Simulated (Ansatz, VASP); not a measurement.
## B: VASP beside Ansatz

```xyz
8
Lattice="3.6644 0.0000 0.0000 0.0000 3.6644 0.0000 0.0000 0.0000 3.6644" Properties=species:S:1:pos:R:3 pbc="T T T"
B     0.0000    3.6644    3.6644
B     1.8322    1.8322    1.8322
B     0.9161    0.0000    1.8322
B     2.7483    3.6644    1.8322
B     1.8322    0.9161    0.0000
B     1.8322    2.7483    0.0000
B     0.0000    1.8322    0.9161
B     3.6644    1.8322    2.7483
```

Alike in both runs: functional PBE; k mesh 7 × 7 × 7; occupations fermi-dirac, width 0.1 eV; no spin polarisation.

Ansatz relaxed the structure, and its values are those at the end. VASP's run is a single point on that final structure, the one shown.

|  | VASP | Ansatz |
| --- | --- | --- |
| version | VASP 6.6.1 | Ansatz 0.2.0 |
| potentials or method | VASP PAW PBE potentials, release 64 (B), cutoff 520 eV | plane waves (420 eV) with PAW, scalar-relativistic |
| valence electrons in the cell | 24 | 24 |

VASP gave:

```
pressure (GPa) : -0.1
```

Task: Which values does Ansatz return?

Result: Pressure (GPa): 0.0.
